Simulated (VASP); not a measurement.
# Ti (Pm-3m) in VASP: a series of runs, part 2 of 2

VASP 6.6.1. The steps go on from the part before.

### 3 Single point, PBEsol (volume scaled by 0.6)

INCAR

```
PREC     = Accurate       # precision mode
ENCUT    = 520            # plane-wave cutoff, eV
EDIFF    = 1E-6           # SCF threshold, eV
ISMEAR   = -1             # smearing method
SIGMA    = 0.08           # smearing width, eV
LREAL    = False          # projectors in reciprocal space
LASPH    = True           # aspherical terms in the spheres
NELM     = 80             # most SCF steps
ALGO     = Normal         # electronic algorithm
ISIF     = 2              # what is computed and relaxed
LWAVE    = False          # write WAVECAR
LCHARG   = True           # write CHGCAR
GGA      = PS             # functional
LELF     = True           # ELF
LVHAR    = True         
NBANDS   = 12             # bands
```

KPOINTS

```
Automatic mesh
0
Gamma
  14 14 14
```

POSCAR

```
Ti
1.0
    2.1893947306      0.0000000000      0.0000000000
    0.0000000000      2.1893947306      0.0000000000
    0.0000000000      0.0000000000      2.1893947306
Ti
1
Direct
    0.0000000000      0.0000000000      0.0000000000
```

Potentials or basis: VASP PAW PBE potentials, release 64 (Ti_sv).

On the command line:

```sh
$ cat potpaw_PBE.64/Ti_sv/POTCAR > POTCAR
$ mpirun -np 1 vasp_std > vasp.out
```

OUTCAR:

```text
PREC = Accurate
   ENCUT = 520
   EDIFF = 1E-6
   ISMEAR = -1
   LREAL = False
   LASPH = True
   NELM = 80
   ISIF = 2
   GGA = PS

 ion  position               nearest neighbor table
   1  0.000  0.000  0.000-

  LATTYP: Found a simple cubic cell.
 ALAT       =     2.1893947306

  Lattice vectors:

 A1 = (   2.1893947306,   0.0000000000,   0.0000000000)
 A2 = (   0.0000000000,   2.1893947306,   0.0000000000)
 A3 = (   0.0000000000,   0.0000000000,   2.1893947306)

Analysis of symmetry for initial positions (statically):
=====================================================================
 Subroutine PRICEL returns:
 Original cell was already a primitive cell.

 Routine SETGRP: Setting up the symmetry group for a
 simple cubic supercell.

 Subroutine GETGRP returns: Found 48 space group operations
 (whereof 48 operations were pure point group operations)
 out of a pool of 48 trial point group operations.

The static configuration has the point symmetry O_h .

Analysis of symmetry for dynamics (positions and initial velocities):
=====================================================================
 Subroutine PRICEL returns:
 Original cell was already a primitive cell.

 Routine SETGRP: Setting up the symmetry group for a
 simple cubic supercell.

 Subroutine GETGRP returns: Found 48 space group operations
 (whereof 48 operations were pure point group operations)
 out of a pool of 48 trial point group operations.

The dynamic configuration has the point symmetry O_h .

 Subroutine INISYM returns: Found 48 space group operations
 (whereof 48 operations are pure point group operations),
 and found     1 'primitive' translations

----------------------------------------------------------------------------------------

                                     Primitive cell

  volume of cell :      10.4948

  direct lattice vectors                    reciprocal lattice vectors
     2.189394731  0.000000000  0.000000000     0.456747240  0.000000000  0.000000000
     0.000000000  2.189394731  0.000000000     0.000000000  0.456747240  0.000000000
     0.000000000  0.000000000  2.189394731     0.000000000  0.000000000  0.456747240

  length of vectors
     2.189394731  2.189394731  2.189394731     0.456747240  0.456747240  0.456747240

  position of ions in fractional coordinates (direct lattice)
     0.000000000  0.000000000  0.000000000

  ion indices of the primitive-cell ions
   primitive index   ion index
                 1           1

----------------------------------------------------------------------------------------

 KPOINTS: Automatic mesh

Automatic generation of k-mesh.
 Grid dimensions read from file:
 generate k-points for:   14   14   14

 Generating k-lattice:

  Cartesian coordinates                     Fractional coordinates (reciprocal lattice)
     0.032624803  0.000000000  0.000000000     0.071428571  0.000000000  0.000000000
     0.000000000  0.032624803  0.000000000     0.000000000  0.071428571  0.000000000
     0.000000000  0.000000000  0.032624803     0.000000000  0.000000000  0.071428571

  Length of vectors
     0.032624803  0.032624803  0.032624803

  Shift w.r.t. Gamma in fractional coordinates (k-lattice)
     0.000000000  0.000000000  0.000000000

 Subroutine IBZKPT returns following result:
 ===========================================

 Found    120 irreducible k-points:

 Following reciprocal coordinates:
            Coordinates               Weight
  0.000000  0.000000  0.000000      1.000000
  0.071429  0.000000  0.000000      6.000000
  0.142857  0.000000  0.000000      6.000000
  0.214286  0.000000  0.000000      6.000000
  0.285714  0.000000  0.000000      6.000000
  0.357143  0.000000  0.000000      6.000000
[... 16 lines left out ...]
  0.285714  0.214286  0.000000     24.000000
  0.357143  0.214286  0.000000     24.000000
 [... further k-points ...]
   k-points           NKPTS =    120   k-points in BZ     NKDIM =    120   number of bands    NBANDS=     12
   number of dos      NEDOS =    301   number of ions     NIONS =      1
   total plane-waves  NPLWV =   4096
   dimension x,y,z NGX =    16 NGY =   16 NGZ =   16
   dimension x,y,z NGXF=    32 NGYF=   32 NGZF=   32
   ions per type =               1
   NGX,Y,Z   is equivalent  to a cutoff of  12.15, 12.15, 12.15 a.u.
   NGXF,Y,Z  is equivalent  to a cutoff of  24.30, 24.30, 24.30 a.u.
 SYSTEM =  unknown system
   PREC   = accura    normal or accurate (medium, high low for compatibility)
   ISTART =      0    job   : 0-new  1-cont  2-samecut
   ICHARG =      2    charge: 1-file 2-atom 10-const
   ISPIN  =      1    spin polarized calculation?
   LNONCOLLINEAR =      F non collinear calculations
   LSORBIT =      F    spin-orbit coupling
   LASPH  =      T    aspherical Exc in radial PAW
   ENCUT  =  520.0 eV  38.22 Ry    6.18 a.u.   4.07  4.07  4.07*2*pi/ulx,y,z
   NELM   =     80;   NELMIN=  2; NELMDL= -5     # of ELM steps
   EDIFF  = 0.1E-05   stopping-criterion for ELM
   LREAL  =      F    real-space projection
   EDIFFG = 0.1E-04   stopping-criterion for IOM
   NSW    =      0    number of steps for IOM
   IBRION =     -1    ionic relax: 0-MD 1-quasi-New 2-CG
   NFREE  =      0    steps in history (QN), initial steepest desc. (CG)
   ISIF   =      2    stress and relaxation
   ISYM   =      2    0-nonsym 1-usesym 2-fastsym
   POTIM  = 0.5000    time-step for ionic-motion
   TEBEG  =    0.0;   TEEND  =   0.0 temperature during run
   PSTRESS=    0.0 pullay stress
   NELECT =      12.0000    total number of electrons
   NUPDOWN=      -1.0000    fix difference up-down
   EMIN   =  10.00;   EMAX   =-10.00  energy-range for DOS
   EFERMI =   0.00;   METHOD = LEGACY
   ISMEAR =    -1;   SIGMA  =   0.08  broadening in eV -4-tet -1-fermi 0-gaus
   EFERMI_NEDOS =   21; number of points for ismear=-14 and -15
   IALGO  =     38    algorithm
   IMIX   =      4    mixing-type and parameters
     AMIX     =   0.40;   BMIX     =  1.00
     AMIX_MAG =   1.60;   BMIX_MAG =  1.00
  volume/ion in A,a.u.               =      10.49        70.82
  Fermi-wavevector in a.u.,A,eV,Ry     =   1.711898  3.235018 39.873155  2.930594
  Thomas-Fermi vector in A             =   2.789927
   LORBIT       =      0    0 simple, 1 ext, 2 COOP (PROOUT), +10 PAW based schemes
   GGA     = PS    functional components
   LHFCALC =     F    Hartree Fock is set to
   AEXX    =    0.0000 exact exchange contribution
   IVDW    =     0    specifies the selected vdW correction
   LEPSILON=     F    determine dielectric tensor
   LRPA    =     F    only Hartree local field effects (RPA)
 non-spin polarized calculation
  energy-cutoff  :      520.00
  volume of cell :       10.49
 maximum number of plane-waves:       300
   NGX =  9   NGY =  9   NGZ =  9

 number of electron      12.0000013 magnetization

 Free energy of the ion-electron system (eV)
  ---------------------------------------------------
  ext. energy  EPLUGINS =         0.00000000
  ---------------------------------------------------
  free energy    TOTEN  =        -5.96861140 eV

  energy without entropy =       -5.94350466  energy(sigma->0) =       -5.95605803

 E-fermi :  14.5142     XC(G=0): -14.1854

 val. band max:       14.4981115479   @ k =   0.5000   0.1429   0.0000
 cond. band min:      14.5165410283   @ k =   0.5000   0.5000   0.2143
 fundamental gap:      0.0184294804
 Fermi energy:        14.5141659994

 k-point     1 :       0.0000    0.0000    0.0000
  band No.  band energies     occupation
      1     -42.1622      2.00000
      2     -16.1575      2.00000
      3     -16.1575      2.00000
      4     -16.1575      2.00000
      5       8.2711      2.00000
      6      11.3719      2.00000
      7      11.3719      2.00000
      8      21.4120      0.00000
      9      21.4120      0.00000
     10      21.4120      0.00000
     11      37.5828      0.00000
     12      37.5828      0.00000
[... 331 lines left out ...]
 k-point    24 :       0.3571    0.2143    0.0000
  band No.  band energies     occupation
      1     -41.2235      2.00000
      2     -19.0805      2.00000
      3     -17.3253      2.00000
      4     -15.7145      2.00000
      5      11.7174      2.00000
      6      13.2352      2.00000
      7      16.0491      0.00000
      8      18.3572      0.00000
      9      19.5326      0.00000
     10      20.1911      0.00000
     11      29.2134      0.00000
     12      35.3944      0.00000

 [... further k-points ...]

------------------------ aborting loop because EDIFF is reached ----------------------------------------

  FORCE on cell =-STRESS in cart. coord.  units (eV):
  Direction    XX          YY          ZZ          XY          YZ          ZX
  --------------------------------------------------------------------------------------
  -------------------------------------------------------------------------------------
  Total        6.9012122      6.9012122      6.9012122      0.0000000      0.0000000      0.0000000
  in kB     1053.5708838   1053.5708838   1053.5708838      0.0000000      0.0000000      0.0000000
  external PRESSURE =    1053.5708838 kB  Pullay stress =       0.0000000 kB

 VOLUME and BASIS-vectors are now :
 -----------------------------------------------------------------------------
  energy-cutoff  :      520.00
  volume of cell :       10.49
      direct lattice vectors                 reciprocal lattice vectors
     2.189394731  0.000000000  0.000000000     0.456747240  0.000000000  0.000000000
     0.000000000  2.189394731  0.000000000     0.000000000  0.456747240  0.000000000
     0.000000000  0.000000000  2.189394731     0.000000000  0.000000000  0.456747240

 POSITION                                       TOTAL-FORCE (eV/Angst)
 -----------------------------------------------------------------------------------
      0.00000      0.00000      0.00000         0.000000      0.000000      0.000000
 -----------------------------------------------------------------------------------
    total drift:                               -0.000000     -0.000000     -0.000000

  FREE ENERGIE OF THE ION-ELECTRON SYSTEM (eV)
  ---------------------------------------------------
  free  energy   TOTEN  =        -5.9686113963 eV

  energy  without entropy=       -5.9435046614  energy(sigma->0) =       -5.95605803
```

Wall time 8.3 s (1 thread of AMD EPYC 7R43 (Zen 3), shared host); peak memory 0.09 GiB.

Results:

| Item | Value |
| --- | --- |
| Free energy | -5.9686 eV |
| Pressure | 105.4 GPa |
| Band gap on the k mesh | zero (band 6 reaches 16.07 eV, above the bottom of band 7 at 11.12 eV) |

Levels at points of the mesh, in eV from the Fermi level:
```tsv
k point	band 4	band 5	band 6	band 7	band 8	band 9
(0.00, 0.00, 0.00)	-30.67	-6.24	-3.14	-3.14	6.90	6.90
(0.50, 0.00, 0.00)	-30.29	-1.74	-1.46	1.45	2.90	2.90
(0.50, 0.50, 0.00)	-29.94	-6.18	0.06	3.84	3.84	9.30
(0.50, 0.50, 0.50)	-33.14	-3.39	-3.39	-3.39	9.53	9.53
```

Caveat: the PAW data sets were made with another functional, which shifts forces and pressure a little.
